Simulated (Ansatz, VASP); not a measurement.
## Ag: VASP beside Ansatz

```
Ag
1.0
     2.88620    0.00000    0.00000
    -1.44310    2.49952    0.00000
     0.00000    0.00000   10.30000
Ag
4
Direct
  0.33333 0.66667 0.25000
  0.66667 0.33333 0.75000
  0.00000 0.00000 0.00000
  0.00000 0.00000 0.50000
```

Change from the starting cell: zz strain of +3 %.

Alike in both runs: task single point; functional PBE; k mesh 14 × 14 × 4; occupations fermi-dirac, width 0.08 eV; no spin polarisation.

|  | VASP | Ansatz |
| --- | --- | --- |
| version | VASP 6.6.1 | Ansatz 0.2.0 |
| potentials or method | VASP PAW PBE potentials, release 64 (Ag), cutoff 520 eV | all-electron LAPW, scalar-relativistic |

```tsv
	VASP	Ansatz	Ansatz less VASP
pressure (GPa)	-2.4	-2.3	+0.08
traceless stress, the component that is largest in VASP (GPa)	-4.40	-4.42	-0.019
```

Ansatz ran all-electron here, and VASP with PAW potentials.
